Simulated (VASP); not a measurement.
# BAs (F-43m) in VASP: a series of runs

Runs on BAs. Level: PBE. Tasks: electric field gradients.

Program: VASP 6.6.1. These are calculated values, not measurements. Logs are shortened: lines on timing, memory, paths and dates and some standing lists are left out, and cuts for length are marked.

## 1. The cell of the first run

It takes space group F-43m (No. 216, cubic). Conventional cell: a = 4.761 Å, b = 4.761 Å, c = 4.761 Å, α = 90.00°, β = 90.00°, γ = 90.00°. B (site symmetry -43m) has 4 As at 2.06 Å within 2.7 Å. As (site symmetry -43m) has 4 B at 2.06 Å within 2.7 Å.

## 2. Electric field gradients, PBE (volume scaled by 0.99)

The input, INCAR:

```
ALGO = Normal ; EDIFF = 1E-8
ENCUT = 520 ; GGA = PE
ISIF = 2 ; ISMEAR = -1
LASPH = True ; LCHARG = False
LEFG = True ; LREAL = False
LWAVE = False ; NBANDS = 11
NELM = 80 ; PREC = Accurate
SIGMA = 0.03
```

The input, KPOINTS:

```
k-points
0
Gamma
  15 15 15
```

The input, POSCAR:

```
BAs
1.0
    0.0000000000      2.3805116460      2.3805116460
    2.3805116460      0.0000000000      2.3805116460
    2.3805116460      2.3805116460      0.0000000000
B As
1 1
Direct
    0.0000000000      0.0000000000      0.0000000000
    0.7500000000      0.7500000000      0.7500000000
```

Potentials or basis: VASP PAW PBE potentials, release 64 (B, As).

Command:

```console
> cat potpaw_PBE.64/B/POTCAR potpaw_PBE.64/As/POTCAR > POTCAR
> mpirun -np 1 vasp_std > vasp.out
```

OUTCAR:

```text
EDIFF = 1E-8
   ENCUT = 520
   GGA = PE
   ISIF = 2
   ISMEAR = -1
   LASPH = True
   LREAL = False
   NELM = 80
   PREC = Accurate

 ion  position               nearest neighbor table
   1  0.000  0.000  0.000-   2 2.06   2 2.06   2 2.06   2 2.06
   2  0.750  0.750  0.750-   1 2.06   1 2.06   1 2.06   1 2.06

  LATTYP: Found a face centered cubic cell.
 ALAT       =     4.7610232920

  Lattice vectors:

 A1 = (   0.0000000000,   2.3805116460,   2.3805116460)
 A2 = (   2.3805116460,   0.0000000000,   2.3805116460)
 A3 = (   2.3805116460,   2.3805116460,   0.0000000000)

Analysis of symmetry for initial positions (statically):
=====================================================================
 Subroutine PRICEL returns:
 Original cell was already a primitive cell.

 Routine SETGRP: Setting up the symmetry group for a
 face centered cubic supercell.

 Subroutine GETGRP returns: Found 24 space group operations
 (whereof 24 operations were pure point group operations)
 out of a pool of 48 trial point group operations.

The static configuration has the point symmetry T_d .

Analysis of symmetry for dynamics (positions and initial velocities):
=====================================================================
 Subroutine PRICEL returns:
 Original cell was already a primitive cell.

 Routine SETGRP: Setting up the symmetry group for a
 face centered cubic supercell.

 Subroutine GETGRP returns: Found 24 space group operations
 (whereof 24 operations were pure point group operations)
 out of a pool of 48 trial point group operations.

The dynamic configuration has the point symmetry T_d .

 Subroutine INISYM returns: Found 24 space group operations
 (whereof 24 operations are pure point group operations),
 and found     1 'primitive' translations

----------------------------------------------------------------------------------------

                                     Primitive cell

  volume of cell :      26.9799

  direct lattice vectors                    reciprocal lattice vectors
     0.000000000  2.380511646  2.380511646    -0.210038880  0.210038880  0.210038880
     2.380511646  0.000000000  2.380511646     0.210038880 -0.210038880  0.210038880
     2.380511646  2.380511646  0.000000000     0.210038880  0.210038880 -0.210038880

  length of vectors
     3.366551855  3.366551855  3.366551855     0.363798012  0.363798012  0.363798012

  position of ions in fractional coordinates (direct lattice)
     0.000000000  0.000000000  0.000000000
     0.750000000  0.750000000  0.750000000

  ion indices of the primitive-cell ions
   primitive index   ion index
                 1           1
                 2           2

----------------------------------------------------------------------------------------

 KPOINTS: k-points

Automatic generation of k-mesh.
 Grid dimensions read from file:
 generate k-points for:   15   15   15

 Generating k-lattice:

  Cartesian coordinates                     Fractional coordinates (reciprocal lattice)
    -0.014002592  0.014002592  0.014002592     0.066666667  0.000000000  0.000000000
     0.014002592 -0.014002592  0.014002592     0.000000000  0.066666667  0.000000000
     0.014002592  0.014002592 -0.014002592     0.000000000  0.000000000  0.066666667

  Length of vectors
     0.024253201  0.024253201  0.024253201

  Shift w.r.t. Gamma in fractional coordinates (k-lattice)
     0.000000000  0.000000000  0.000000000

 Subroutine IBZKPT returns following result:
 ===========================================

 Found    120 irreducible k-points:

 Following reciprocal coordinates:
            Coordinates               Weight
  0.000000  0.000000  0.000000      1.000000
  0.066667  0.000000  0.000000      8.000000
  0.133333  0.000000  0.000000      8.000000
  0.200000  0.000000  0.000000      8.000000
  0.266667  0.000000  0.000000      8.000000
  0.333333  0.000000  0.000000      8.000000
[... 16 lines left out ...]
  0.133333  0.133333  0.000000      6.000000
  0.200000  0.133333  0.000000     24.000000
 [... further k-points ...]
   k-points           NKPTS =    120   k-points in BZ     NKDIM =    120   number of bands    NBANDS=     11
   number of dos      NEDOS =    301   number of ions     NIONS =      2
   total plane-waves  NPLWV =  21952
   dimension x,y,z NGX =    28 NGY =   28 NGZ =   28
   dimension x,y,z NGXF=    56 NGYF=   56 NGZF=   56
   ions per type =               1   1
   NGX,Y,Z   is equivalent  to a cutoff of  13.83, 13.83, 13.83 a.u.
   NGXF,Y,Z  is equivalent  to a cutoff of  27.65, 27.65, 27.65 a.u.
 SYSTEM =  unknown system
   PREC   = accura    normal or accurate (medium, high low for compatibility)
   ISTART =      0    job   : 0-new  1-cont  2-samecut
   ICHARG =      2    charge: 1-file 2-atom 10-const
   ISPIN  =      1    spin polarized calculation?
   LNONCOLLINEAR =      F non collinear calculations
   LSORBIT =      F    spin-orbit coupling
   LASPH  =      T    aspherical Exc in radial PAW
   ENCUT  =  520.0 eV  38.22 Ry    6.18 a.u.   6.26  6.26  6.26*2*pi/ulx,y,z
   NELM   =     80;   NELMIN=  2; NELMDL= -5     # of ELM steps
   EDIFF  = 0.1E-07   stopping-criterion for ELM
   LREAL  =      F    real-space projection
   EDIFFG = 0.1E-06   stopping-criterion for IOM
   NSW    =      0    number of steps for IOM
   IBRION =     -1    ionic relax: 0-MD 1-quasi-New 2-CG
   NFREE  =      0    steps in history (QN), initial steepest desc. (CG)
   ISIF   =      2    stress and relaxation
   ISYM   =      2    0-nonsym 1-usesym 2-fastsym
   POTIM  = 0.5000    time-step for ionic-motion
   TEBEG  =    0.0;   TEEND  =   0.0 temperature during run
   PSTRESS=    0.0 pullay stress
   NELECT =       8.0000    total number of electrons
   NUPDOWN=      -1.0000    fix difference up-down
   EMIN   =  10.00;   EMAX   =-10.00  energy-range for DOS
   EFERMI =   0.00;   METHOD = LEGACY
   ISMEAR =    -1;   SIGMA  =   0.03  broadening in eV -4-tet -1-fermi 0-gaus
   EFERMI_NEDOS =   21; number of points for ismear=-14 and -15
   IALGO  =     38    algorithm
   IMIX   =      4    mixing-type and parameters
     AMIX     =   0.40;   BMIX     =  1.00
     AMIX_MAG =   1.60;   BMIX_MAG =  1.00
  volume/ion in A,a.u.               =      13.49        91.03
  Fermi-wavevector in a.u.,A,eV,Ry     =   1.091670  2.062956 16.214639  1.191742
  Thomas-Fermi vector in A             =   2.227919
   LORBIT       =      0    0 simple, 1 ext, 2 COOP (PROOUT), +10 PAW based schemes
   GGA     = PE    functional components
   LHFCALC =     F    Hartree Fock is set to
   AEXX    =    0.0000 exact exchange contribution
   IVDW    =     0    specifies the selected vdW correction
   LEPSILON=     F    determine dielectric tensor
   LRPA    =     F    only Hartree local field effects (RPA)
 non-spin polarized calculation
  energy-cutoff  :      520.00
  volume of cell :       26.98
 maximum number of plane-waves:       745
 NGX is ok and might be reduce to    28
   NGX = 13   NGY = 13   NGZ = 13

 number of electron       8.0000000 magnetization

 Free energy of the ion-electron system (eV)
  ---------------------------------------------------
  ext. energy  EPLUGINS =         0.00000000
  ---------------------------------------------------
  free energy    TOTEN  =       -11.39963475 eV

  energy without entropy =      -11.39963475  energy(sigma->0) =      -11.39963475

 E-fermi :   6.7783     XC(G=0): -10.6280

 val. band max:        6.2373961890   @ k =   0.0000   0.0000   0.0000
 cond. band min:       7.4026282062   @ k =   0.4000   0.4000   0.0000
 fundamental gap:      1.1652320172
 Fermi energy:         6.7782887243

 k-point     1 :       0.0000    0.0000    0.0000
  band No.  band energies     occupation
      1      -9.2559      2.00000
      2       6.2374      2.00000
      3       6.2374      2.00000
      4       6.2374      2.00000
      5       9.5267      0.00000
      6       9.5267      0.00000
      7       9.5267      0.00000
      8      11.0525      0.00000
      9      15.8696      0.00000
     10      19.2288      0.00000
     11      19.2288      0.00000

 k-point     2 :       0.0667    0.0000    0.0000
  band No.  band energies     occupation
      1      -9.1821      2.00000
      2       5.5238      2.00000
      3       6.0902      2.00000
      4       6.0902      2.00000
      5       9.6698      0.00000
      6       9.7198      0.00000
      7       9.7198      0.00000
      8      11.4485      0.00000
      9      16.1748      0.00000
     10      18.5688      0.00000
     11      18.5688      0.00000
[... 295 lines left out ...]
 k-point    24 :       0.2000    0.1333    0.0000
  band No.  band energies     occupation
      1      -8.5972      2.00000
      2       3.4060      2.00000
      3       4.5239      2.00000
      4       4.7499      2.00000
      5       8.7514      0.00000
      6      11.3937      0.00000
      7      11.8633      0.00000
      8      12.4149      0.00000
      9      16.1026      0.00000
     10      18.1772      0.00000
     11      19.4730      0.00000

 [... further k-points ...]
[... 5 lines left out ...]
  --------------------------------------------------------------------------------------
  -------------------------------------------------------------------------------------
  Total        0.8300405      0.8300405      0.8300405      0.0000000      0.0000000     -0.0000000
  in kB       49.2911467     49.2911467     49.2911467      0.0000000      0.0000000     -0.0000000
  external PRESSURE =      49.2911467 kB  Pullay stress =       0.0000000 kB

 VOLUME and BASIS-vectors are now :
 -----------------------------------------------------------------------------
  energy-cutoff  :      520.00
  volume of cell :       26.98
      direct lattice vectors                 reciprocal lattice vectors
     0.000000000  2.380511646  2.380511646    -0.210038880  0.210038880  0.210038880
     2.380511646  0.000000000  2.380511646     0.210038880 -0.210038880  0.210038880
     2.380511646  2.380511646  0.000000000     0.210038880  0.210038880 -0.210038880

 POSITION                                       TOTAL-FORCE (eV/Angst)
 -----------------------------------------------------------------------------------
      0.00000      0.00000      0.00000         0.000000      0.000000      0.000000
      3.57077      3.57077      3.57077        -0.000000     -0.000000     -0.000000
 -----------------------------------------------------------------------------------
    total drift:                                0.000000      0.000000      0.000000

  FREE ENERGIE OF THE ION-ELECTRON SYSTEM (eV)
  ---------------------------------------------------
  free  energy   TOTEN  =       -11.3996347545 eV

  energy  without entropy=      -11.3996347545  energy(sigma->0) =      -11.39963475

 Electric field gradients (V/A^2)
---------------------------------------------------------------------
 ion       V_xx      V_yy      V_zz      V_xy      V_xz      V_yz
---------------------------------------------------------------------
   1      -0.000     0.000    -0.000    -0.000    -0.000    -0.000
   2       0.000     0.000    -0.000     0.000     0.000     0.000
---------------------------------------------------------------------

 Electric field gradients after diagonalization (V/A^2)
 (convention: |V_zz| > |V_xx| > |V_yy|)
----------------------------------------------------------------------
 ion       V_xx      V_yy      V_zz     asymmetry (V_yy - V_xx)/ V_zz
----------------------------------------------------------------------
   1       0.000     0.000    -0.000       0.000
   2      -0.000    -0.000     0.000       0.000
----------------------------------------------------------------------

           NMR quadrupolar parameters

 Cq : quadrupolar parameter    Cq=e*Q*V_zz/h
 eta: asymmetry parameters     (V_yy - V_xx)/ V_zz
 Q  : nuclear electric quadrupole moment in mb (millibarn)
----------------------------------------------------------------------
 ion       Cq(MHz)       eta       Q (mb)
----------------------------------------------------------------------
   1      -0.000       0.000       1.000
   2       0.000       0.000       1.000
----------------------------------------------------------------------
```

It took 28 s on 1 thread of AMD EPYC 9R45 (Zen 5), shared host; peak memory 0.15 GiB.

Results:

```yaml
Free_energy: -11.3996 eV
Pressure: 4.9 GPa
Band_gap_on_the_k_mesh: 1.17 eV, indirect (least direct gap 3.29 eV)
```

Caveat: without QUAD_EFG the Cq values of the log hold for a quadrupole moment of 1 mb, not for the nuclei. A k mesh can miss the band edges.

## 3. Electric field gradients, PBE (volume scaled by 1.01)

INCAR, as its differences from that of step 2:

```diff
@@ -6,3 +6,3 @@
 LWAVE = False ; NBANDS = 11
-NELM = 80 ; PREC = Accurate
+NELM = 100 ; PREC = Accurate
 SIGMA = 0.03
```

KPOINTS is that of step 2.

The input, POSCAR:

```
BAs
1.0
    0.0000000000      2.3964352742      2.3964352742
    2.3964352742      0.0000000000      2.3964352742
    2.3964352742      2.3964352742      0.0000000000
B As
1 1
Direct
    0.0000000000      0.0000000000      0.0000000000
    0.7500000000      0.7500000000      0.7500000000
```

Potentials or basis: VASP PAW PBE potentials, release 64 (B, As).

Command:

```console
> cat potpaw_PBE.64/B/POTCAR potpaw_PBE.64/As/POTCAR > POTCAR
> mpirun -np 1 vasp_std > vasp.out
```

OUTCAR:

```text
EDIFF = 1E-8
   ENCUT = 520
   GGA = PE
   ISIF = 2
   ISMEAR = -1
   LASPH = True
   LREAL = False
   NELM = 100
   PREC = Accurate

 ion  position               nearest neighbor table
   1  0.000  0.000  0.000-   2 2.08   2 2.08   2 2.08   2 2.08
   2  0.750  0.750  0.750-   1 2.08   1 2.08   1 2.08   1 2.08

  LATTYP: Found a face centered cubic cell.
 ALAT       =     4.7928705484

  Lattice vectors:

 A1 = (   0.0000000000,   2.3964352742,   2.3964352742)
 A2 = (   2.3964352742,   0.0000000000,   2.3964352742)
 A3 = (   2.3964352742,   2.3964352742,   0.0000000000)

Analysis of symmetry for initial positions (statically):
=====================================================================
 Subroutine PRICEL returns:
 Original cell was already a primitive cell.

 Routine SETGRP: Setting up the symmetry group for a
 face centered cubic supercell.

 Subroutine GETGRP returns: Found 24 space group operations
[... 523 lines left out ...]
  volume of cell :       27.52
      direct lattice vectors                 reciprocal lattice vectors
     0.000000000  2.396435274  2.396435274    -0.208643232  0.208643232  0.208643232
     2.396435274  0.000000000  2.396435274     0.208643232 -0.208643232  0.208643232
     2.396435274  2.396435274  0.000000000     0.208643232  0.208643232 -0.208643232

 POSITION                                       TOTAL-FORCE (eV/Angst)
 -----------------------------------------------------------------------------------
      0.00000      0.00000      0.00000         0.000000      0.000000      0.000000
      3.59465      3.59465      3.59465        -0.000000     -0.000000     -0.000000
 -----------------------------------------------------------------------------------
    total drift:                                0.000000      0.000000      0.000000

  FREE ENERGIE OF THE ION-ELECTRON SYSTEM (eV)
  ---------------------------------------------------
  free  energy   TOTEN  =       -11.4114645004 eV

  energy  without entropy=      -11.4114645004  energy(sigma->0) =      -11.41146450

 Electric field gradients (V/A^2)
---------------------------------------------------------------------
 ion       V_xx      V_yy      V_zz      V_xy      V_xz      V_yz
---------------------------------------------------------------------
   1      -0.000     0.000     0.000    -0.000    -0.000    -0.000
   2      -0.000    -0.000     0.000     0.000     0.000     0.000
---------------------------------------------------------------------

 Electric field gradients after diagonalization (V/A^2)
 (convention: |V_zz| > |V_xx| > |V_yy|)
----------------------------------------------------------------------
 ion       V_xx      V_yy      V_zz     asymmetry (V_yy - V_xx)/ V_zz
----------------------------------------------------------------------
   1       0.000     0.000    -0.000       0.000
   2      -0.000    -0.000     0.000       0.000
----------------------------------------------------------------------

           NMR quadrupolar parameters

 Cq : quadrupolar parameter    Cq=e*Q*V_zz/h
 eta: asymmetry parameters     (V_yy - V_xx)/ V_zz
 Q  : nuclear electric quadrupole moment in mb (millibarn)
----------------------------------------------------------------------
 ion       Cq(MHz)       eta       Q (mb)
----------------------------------------------------------------------
   1      -0.000       0.000       1.000
   2       0.000       0.000       1.000
----------------------------------------------------------------------
```

stdout:

```text
POSCAR found type information on POSCAR B As
 POSCAR found :  2 types and       2 ions
 scaLAPACK will be used
 LDA part: xc-table for (Slater+PW92), standard interpolation
 POSCAR, INCAR and KPOINTS ok, starting setup
 FFT: planning ... GRIDC
 FFT: planning ... GRID_SOFT
 FFT: planning ... GRID
 WAVECAR not read
 entering main loop
ion   1

ion   2
```

Run time: 44 s. Hardware: 1 thread of AMD EPYC 9R45 (Zen 5), shared host; peak memory 0.15 GiB.

Results:

```yaml
Free_energy: -11.4115 eV
Pressure: 2.0 GPa
Band_gap_on_the_k_mesh: 1.19 eV, indirect (least direct gap 3.26 eV)
```

Levels at points of the mesh, in eV from the valence-band top:
| k point | band 2 | band 3 | band 4 | band 5 | band 6 | band 7 |
| --- | --- | --- | --- | --- | --- | --- |
| (0.00, 0.00, 0.00) | 0.00 | 0.00 | 0.00 | 3.26 | 3.26 | 3.26 |

Caveat: without QUAD_EFG the Cq values of the log hold for a quadrupole moment of 1 mb, not for the nuclei.

(Continued in part 2 of 2.)
